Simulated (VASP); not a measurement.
# MoS2 (P-6m2) in VASP: a series of runs

Runs on MoS2. Level: r2SCAN. Tasks: single point.

Everything below comes from runs of VASP 6.6.1. Logs are shortened: lines on timing, memory, paths and dates and some standing lists are left out, and cuts for length are marked.

## Step 1: The cell of the first run

It takes space group P-6m2 (No. 187, hexagonal). The conventional cell has a = 3.171 Å, b = 3.171 Å, c = 6.810 Å, α = 90.00°, β = 90.00°, γ = 120.00°. Within 3.2 Å of Mo (site symmetry -6m2) lie 6 S at 2.40 Å and 6 Mo at 3.17 Å. S (site symmetry 3m) has 3 Mo at 2.40 Å and 7 S at 3.11 to 3.17 Å within 3.2 Å.

## Step 2: Single point, r2SCAN

Input file POSCAR:

```
MoS2
1.0
    3.1710519965      0.0000000000      0.0000000000
   -1.5855259982      2.7462115857      0.0000000000
    0.0000000000      0.0000000000      6.8096889090
Mo S
1 2
Direct
    0.0000000000      0.0000000000      0.0000000000
    0.3333333333      0.6666666667      0.2285702679
    0.3333333333      0.6666666667      0.7714297321
```

Input file INCAR.step1:

```
SYSTEM = MoS2
ALGO     = Normal         ! electronic algorithm
EDIFF    = 1E-4           ! SCF threshold, eV
ENCUT    = 520            ! plane-wave cutoff, eV
GGA      = PE             ! functional
ISMEAR   = 0              ! smearing method
LASPH    = .TRUE.         ! aspherical terms in the spheres
LCHARG   = .FALSE.        ! write CHGCAR
LREAL    = .FALSE.        ! projectors in reciprocal space
LWAVE    = .TRUE.         ! write WAVECAR
NBANDS   = 20             ! bands
NELM     = 100            ! most SCF steps
PREC     = Accurate       ! precision mode
SIGMA    = 0.01           ! smearing width, eV
```

Input file INCAR.step2:

```
SYSTEM = MoS2
ALGO     = Normal         ! electronic algorithm
EDIFF    = 1E-6           ! SCF threshold, eV
ENCUT    = 520            ! plane-wave cutoff, eV
ISIF     = 2              ! what is computed and relaxed
ISMEAR   = 0              ! smearing method
ISTART   = 1            
LASPH    = .TRUE.         ! aspherical terms in the spheres
LCHARG   = .FALSE.        ! write CHGCAR
LMIXTAU  = .TRUE.       
LREAL    = .FALSE.        ! projectors in reciprocal space
LWAVE    = .FALSE.        ! write WAVECAR
METAGGA  = R2SCAN         ! meta-GGA
NBANDS   = 20             ! bands
NELM     = 100            ! most SCF steps
PREC     = Accurate       ! precision mode
SIGMA    = 0.01           ! smearing width, eV
```

Input file KPOINTS:

```
k-points
0
G
  6 6 2
  0 0 0
```

Potentials or basis: VASP PAW PBE potentials, release 64 (Mo_sv, S).

Run with:

```sh
cat potpaw_PBE.64/Mo_sv/POTCAR potpaw_PBE.64/S/POTCAR > POTCAR
cp INCAR.step1 INCAR
mpirun -np 1 vasp_std > vasp.out
cp INCAR.step2 INCAR
mpirun -np 1 vasp_std > vasp.out
```

OUTCAR:

```text
SYSTEM = MoS2
   EDIFF = 1E-6
   ENCUT = 520
   ISIF = 2
   ISMEAR = 0
   ISTART = 1
   LASPH = .TRUE.
   LREAL = .FALSE.
   METAGGA = R2SCAN
   NELM = 100
   PREC = Accurate

 ion  position               nearest neighbor table
   1  0.000  0.000  0.000-   2 2.40   3 2.40   2 2.40   3 2.40   2 2.40   3 2.40
   2  0.333  0.667  0.229-   1 2.40   1 2.40   1 2.40
   3  0.333  0.667  0.771-   1 2.40   1 2.40   1 2.40

  LATTYP: Found a hexagonal cell.
 ALAT       =     3.1710519965
 C/A-ratio  =     2.1474541939

  Lattice vectors:

 A1 = (   3.1710519965,   0.0000000000,   0.0000000000)
 A2 = (  -1.5855259982,   2.7462115857,   0.0000000000)
 A3 = (   0.0000000000,   0.0000000000,   6.8096889090)

Analysis of symmetry for initial positions (statically):
=====================================================================
 Subroutine PRICEL returns:
 Original cell was already a primitive cell.

 Routine SETGRP: Setting up the symmetry group for a
 hexagonal supercell.

 Subroutine GETGRP returns: Found 12 space group operations
 (whereof 12 operations were pure point group operations)
 out of a pool of 24 trial point group operations.

The static configuration has the point symmetry D_3h.

Analysis of symmetry for dynamics (positions and initial velocities):
=====================================================================
 Subroutine PRICEL returns:
 Original cell was already a primitive cell.

 Routine SETGRP: Setting up the symmetry group for a
 hexagonal supercell.

 Subroutine GETGRP returns: Found 12 space group operations
 (whereof 12 operations were pure point group operations)
 out of a pool of 24 trial point group operations.

The dynamic configuration has the point symmetry D_3h.

 Subroutine INISYM returns: Found 12 space group operations
 (whereof 12 operations are pure point group operations),
 and found     1 'primitive' translations

----------------------------------------------------------------------------------------

                                     Primitive cell

  volume of cell :      59.3014

  direct lattice vectors                    reciprocal lattice vectors
     3.171051997  0.000000000  0.000000000     0.315352760  0.182069001  0.000000000
    -1.585525998  2.746211586  0.000000000     0.000000000  0.364138002  0.000000000
     0.000000000  0.000000000  6.809688909     0.000000000  0.000000000  0.146849586

  length of vectors
     3.171051997  3.171051996  6.809688909     0.364138002  0.364138002  0.146849586

  position of ions in fractional coordinates (direct lattice)
     0.000000000  0.000000000  0.000000000
     0.333333333  0.666666667  0.228570268
     0.333333333  0.666666667  0.771429732

  ion indices of the primitive-cell ions
   primitive index   ion index
                 1           1
                 2           2
                 3           3

----------------------------------------------------------------------------------------

 KPOINTS: k-points

Automatic generation of k-mesh.
 Grid dimensions read from file:
 generate k-points for:    6    6    2

 Generating k-lattice:

  Cartesian coordinates                     Fractional coordinates (reciprocal lattice)
     0.052558793  0.030344834  0.000000000     0.166666667 -0.000000000  0.000000000
     0.000000000  0.060689667  0.000000000     0.000000000  0.166666667  0.000000000
     0.000000000  0.000000000  0.073424793     0.000000000  0.000000000  0.500000000

  Length of vectors
     0.060689667  0.060689667  0.073424793

  Shift w.r.t. Gamma in fractional coordinates (k-lattice)
     0.000000000  0.000000000  0.000000000

 Subroutine IBZKPT returns following result:
 ===========================================

 Found     14 irreducible k-points:

 Following reciprocal coordinates:
            Coordinates               Weight
  0.000000  0.000000  0.000000      1.000000
  0.166667  0.000000  0.000000      6.000000
  0.333333  0.000000  0.000000      6.000000
  0.500000  0.000000  0.000000      3.000000
  0.166667  0.166667  0.000000      6.000000
  0.333333  0.166667  0.000000     12.000000
  0.333333  0.333333  0.000000      2.000000
  0.000000  0.000000  0.500000      1.000000
  0.166667  0.000000  0.500000      6.000000
  0.333333  0.000000  0.500000      6.000000
  0.500000  0.000000  0.500000      3.000000
  0.166667  0.166667  0.500000      6.000000
  0.333333  0.166667  0.500000     12.000000
  0.333333  0.333333  0.500000      2.000000
   k-points           NKPTS =     14   k-points in BZ     NKDIM =     14   number of bands    NBANDS=     20
   number of dos      NEDOS =    301   number of ions     NIONS =      3
   total plane-waves  NPLWV =  31104
   dimension x,y,z NGX =    24 NGY =   24 NGZ =   54
   dimension x,y,z NGXF=    48 NGYF=   48 NGZF=  108
   ions per type =               1   2
   NGX,Y,Z   is equivalent  to a cutoff of  12.58, 12.58, 13.18 a.u.
   NGXF,Y,Z  is equivalent  to a cutoff of  25.16, 25.16, 26.37 a.u.
 SYSTEM =  MoS2
   PREC   = accura    normal or accurate (medium, high low for compatibility)
   ISTART =      1    job   : 0-new  1-cont  2-samecut
   ICHARG =      0    charge: 1-file 2-atom 10-const
   ISPIN  =      1    spin polarized calculation?
   LNONCOLLINEAR =      F non collinear calculations
   LSORBIT =      F    spin-orbit coupling
   LASPH  =      T    aspherical Exc in radial PAW
   ENCUT  =  520.0 eV  38.22 Ry    6.18 a.u.   5.90  5.90 12.66*2*pi/ulx,y,z
   NELM   =    100;   NELMIN=  2; NELMDL=  0     # of ELM steps
   EDIFF  = 0.1E-05   stopping-criterion for ELM
   LREAL  =      F    real-space projection
   EDIFFG = 0.1E-04   stopping-criterion for IOM
   NSW    =      0    number of steps for IOM
   IBRION =     -1    ionic relax: 0-MD 1-quasi-New 2-CG
   NFREE  =      0    steps in history (QN), initial steepest desc. (CG)
   ISIF   =      2    stress and relaxation
   ISYM   =      2    0-nonsym 1-usesym 2-fastsym
   POTIM  = 0.5000    time-step for ionic-motion
   TEBEG  =    0.0;   TEEND  =   0.0 temperature during run
   PSTRESS=    0.0 pullay stress
   NELECT =      26.0000    total number of electrons
   NUPDOWN=      -1.0000    fix difference up-down
   EMIN   =  10.00;   EMAX   =-10.00  energy-range for DOS
   EFERMI =   0.00;   METHOD = LEGACY
   ISMEAR =     0;   SIGMA  =   0.01  broadening in eV -4-tet -1-fermi 0-gaus
   EFERMI_NEDOS =   21; number of points for ismear=-14 and -15
   IALGO  =     38    algorithm
   IMIX   =      4    mixing-type and parameters
     AMIX     =   0.40;   BMIX     =  1.00
     AMIX_MAG =   1.60;   BMIX_MAG =  1.00
  volume/ion in A,a.u.               =      19.77       133.40
  Fermi-wavevector in a.u.,A,eV,Ry     =   1.243687  2.350228 21.044909  1.546757
  Thomas-Fermi vector in A             =   2.377987
   LORBIT       =      0    0 simple, 1 ext, 2 COOP (PROOUT), +10 PAW based schemes
   METAGGA = R2SCAN    functional components
   LHFCALC =     F    Hartree Fock is set to
   AEXX    =    0.0000 exact exchange contribution
   IVDW    =     0    specifies the selected vdW correction
   LEPSILON=     F    determine dielectric tensor
   LRPA    =     F    only Hartree local field effects (RPA)
 non-spin polarized calculation
 Gauss-broadening in eV      SIGMA  =   0.01
  energy-cutoff  :      520.00
  volume of cell :       59.30
 maximum number of plane-waves:      1614
 NGX is ok and might be reduce to    24
   NGX = 11   NGY = 11   NGZ = 25

 number of electron      26.0000000 magnetization

 Free energy of the ion-electron system (eV)
  ---------------------------------------------------
  ext. energy  EPLUGINS =         0.00000000
  ---------------------------------------------------
  free energy    TOTEN  =       -44.99828813 eV

  energy without entropy =      -44.99828813  energy(sigma->0) =      -44.99828813

 E-fermi :   5.9877     XC(G=0): -10.7116

 val. band max:        5.8911423140   @ k =   0.0000   0.0000   0.5000
 cond. band min:       7.2531187065   @ k =   0.3333   0.3333   0.0000
 fundamental gap:      1.3619763925
 Fermi energy:         5.9876720696

 k-point     1 :       0.0000    0.0000    0.0000
  band No.  band energies     occupation
      1     -57.3365      2.00000
      2     -30.7606      2.00000
      3     -30.5319      2.00000
      4     -30.5319      2.00000
      5      -9.4018      2.00000
      6      -7.8993      2.00000
[... 12 lines left out ...]
     19      13.6446      0.00000
     20      15.4907      0.00000

 k-point     2 :       0.1667    0.0000    0.0000
  band No.  band energies     occupation
      1     -57.3256      2.00000
      2     -30.7391      2.00000
      3     -30.6379      2.00000
      4     -30.5559      2.00000
      5      -8.9847      2.00000
      6      -7.7411      2.00000
[... 12 lines left out ...]
     19      14.4718      0.00000
     20      15.9059      0.00000

 k-point     3 :       0.3333    0.0000    0.0000
  band No.  band energies     occupation
      1     -57.3038      2.00000
      2     -30.8450      2.00000
      3     -30.6959      2.00000
      4     -30.6037      2.00000
      5      -8.0166      2.00000
      6      -7.3826      2.00000
[... 12 lines left out ...]
     19      13.7054      0.00000
     20      14.6616      0.00000

 k-point     4 :       0.5000    0.0000    0.0000
  band No.  band energies     occupation
      1     -57.2928      2.00000
      2     -30.9462      2.00000
      3     -30.6742      2.00000
      4     -30.6274      2.00000
      5      -7.4207      2.00000
      6      -7.1752      2.00000
[... 12 lines left out ...]
     19      13.8730      0.00000
     20      14.1720      0.00000

 k-point     5 :       0.1667    0.1667    0.0000
  band No.  band energies     occupation
      1     -57.3092      2.00000
      2     -30.7743      2.00000
      3     -30.7068      2.00000
      4     -30.6119      2.00000
      5      -8.2833      2.00000
      6      -7.4748      2.00000
[... 12 lines left out ...]
     19      14.6399      0.00000
     20      15.9444      0.00000
[... 123 lines left out ...]
      6      -7.2529      2.00000
[... 12 lines left out ...]
     19      13.5274      0.00000
     20      14.3932      0.00000

 k-point    12 :       0.1667    0.1667    0.5000
  band No.  band energies     occupation
      1     -57.3092      2.00000
      2     -30.7743      2.00000
      3     -30.7068      2.00000
      4     -30.6119      2.00000
      5      -8.2071      2.00000
      6      -7.5783      2.00000
[... 12 lines left out ...]
     19      15.3529      0.00000
     20      15.7570      0.00000

 k-point    13 :       0.3333    0.1667    0.5000
  band No.  band energies     occupation
      1     -57.2928      2.00000
      2     -30.8945      2.00000
      3     -30.6813      2.00000
      4     -30.6743      2.00000
      5      -7.3726      2.00000
      6      -7.2358      2.00000
[... 12 lines left out ...]
     19      14.2430      0.00000
     20      15.6199      0.00000

 k-point    14 :       0.3333    0.3333    0.5000
  band No.  band energies     occupation
      1     -57.2873      2.00000
      2     -30.8444      2.00000
      3     -30.7960      2.00000
      4     -30.6634      2.00000
      5      -7.0869      2.00000
      6      -7.0701      2.00000
[... 12 lines left out ...]
     19      14.4893      0.00000
     20      14.6423      0.00000

------------------------ aborting loop because EDIFF is reached ----------------------------------------

  FORCE on cell =-STRESS in cart. coord.  units (eV):
  Direction    XX          YY          ZZ          XY          YZ          ZX
  --------------------------------------------------------------------------------------
  -------------------------------------------------------------------------------------
  Total        0.4058009      0.4058009      0.3680986      0.0000000      0.0000000      0.0000000
  in kB       10.9637446     10.9637446      9.9451210      0.0000000      0.0000000      0.0000000
  external PRESSURE =      10.6242034 kB  Pullay stress =       0.0000000 kB

 VOLUME and BASIS-vectors are now :
 -----------------------------------------------------------------------------
  energy-cutoff  :      520.00
  volume of cell :       59.30
      direct lattice vectors                 reciprocal lattice vectors
     3.171051997  0.000000000  0.000000000     0.315352760  0.182069001  0.000000000
    -1.585525998  2.746211586  0.000000000     0.000000000  0.364138002  0.000000000
     0.000000000  0.000000000  6.809688909     0.000000000  0.000000000  0.146849586

 POSITION                                       TOTAL-FORCE (eV/Angst)
 -----------------------------------------------------------------------------------
      0.00000      0.00000      0.00000        -0.000000      0.000000      0.000000
     -0.00000      1.83081      1.55649         0.000000      0.000000     -0.041702
     -0.00000      1.83081      5.25320         0.000000     -0.000000      0.041702
 -----------------------------------------------------------------------------------
    total drift:                                0.000000     -0.000000     -0.000000

  FREE ENERGIE OF THE ION-ELECTRON SYSTEM (eV)
  ---------------------------------------------------
  free  energy   TOTEN  =       -44.9982881298 eV

  energy  without entropy=      -44.9982881298  energy(sigma->0) =      -44.99828813
```

It took 53 s on 1 thread of Intel Xeon 6975P-C, shared host; peak memory 0.18 GiB.

Results:

```yaml
Free_energy: -44.9983 eV
Pressure: 1.1 GPa
Largest_force: 0.042 eV/Å
Band_gap_on_the_k_mesh: 1.36 eV, indirect (least direct gap 1.80 eV)
```

Forces in eV/Å, atoms in the order of the input:
```
Mo   0.000  0.000  0.000
S    0.000  0.000 -0.042
S    0.000  0.000  0.042
```

Levels at points of the mesh, in eV from the valence-band top:
| k point | band 11 | band 12 | band 13 | band 14 | band 15 | band 16 |
| --- | --- | --- | --- | --- | --- | --- |
| (0.00, 0.00, 0.00) | -2.05 | -1.68 | -0.78 | 2.56 | 2.56 | 2.75 |
| (0.50, 0.00, 0.00) | -2.13 | -1.54 | -1.25 | 1.99 | 2.44 | 4.06 |
| (0.00, 0.00, 0.50) | -2.07 | -2.07 | 0.00 | 2.51 | 2.51 | 2.82 |
| (0.50, 0.00, 0.50) | -2.79 | -1.49 | -0.93 | 2.00 | 2.58 | 3.50 |

Caveat: the k points lie up to 0.46 Å⁻¹ apart; the PAW data sets were made with another functional, which shifts forces and pressure a little. A k mesh can miss the band edges.

(Continued in part 2 of 2.)
